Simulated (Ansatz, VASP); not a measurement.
# P in VASP and in Ansatz

File INCAR:

```
SYSTEM = P
  PREC = Accurate
  ENCUT = 520
  EDIFF = 1E-6
  ISMEAR = -1
  SIGMA = 0.1
  LREAL = .False.
  LASPH = .True.
  NELM = 80
  ALGO = Normal
  ISIF = 2
  LWAVE = .False.
  LCHARG = .False.
  GGA = PE
  NBANDS = 12
```

File KPOINTS:

```
Automatic mesh
0
Gamma
  12 12 12
  0 0 0
```

File POSCAR:

```
P
1.0
    0.0000000000      2.1780050689      2.1780050689
    2.1780050689      0.0000000000      2.1780050689
    2.1780050689      2.1780050689      0.0000000000
P
2
Direct
   -0.1250000000     -0.1250000000     -0.1250000000
    0.1250000000      0.1250000000      0.1250000000
```

Input for Ansatz:

```yaml
crystal:
  lattice:
    - [0.0, 2.1780050689, 2.1780050689]
    - [2.1780050689, 0.0, 2.1780050689]
    - [2.1780050689, 2.1780050689, 0.0]
  atoms:
    - { symbol: P, position: [-0.125, -0.125, -0.125] }
    - { symbol: P, position: [0.125, 0.125, 0.125] }
kpoints:
  mp_grid: { grid: [12, 12, 12] }
scf:
  occupations: { method: fermi_dirac, width: 0.1 }
hamiltonian:
  xc: pbe
  pseudopotentials: { kind: paw }
output:
  forces: true
  stress: true
  eigenvalues: true
  populations: true
```

Change from the starting cell: volume scaled by 0.5, PAW files.

Alike in both runs: task single point; functional PBE; k mesh 12 × 12 × 12; occupations fermi-dirac, width 0.1 eV; no spin polarisation.

|  | VASP | Ansatz |
| --- | --- | --- |
| version | VASP 6.6.1 | Ansatz 0.2.0 |
| potentials or method | VASP PAW PBE potentials, release 64 (P) | PAW with Ansatz's default frozen-core files, scalar-relativistic |
| plane-wave cutoff (eV) | 520 | 420 |
| valence electrons in the cell | 10 | 10 |

```csv
,VASP,Ansatz,Ansatz less VASP
pressure (GPa),151.8,154.4,+2.67
```

Both programs put the cell under a high pressure, so it lies far from rest at this level.

Noted on VASP's run: the cell as given lies far from equilibrium.
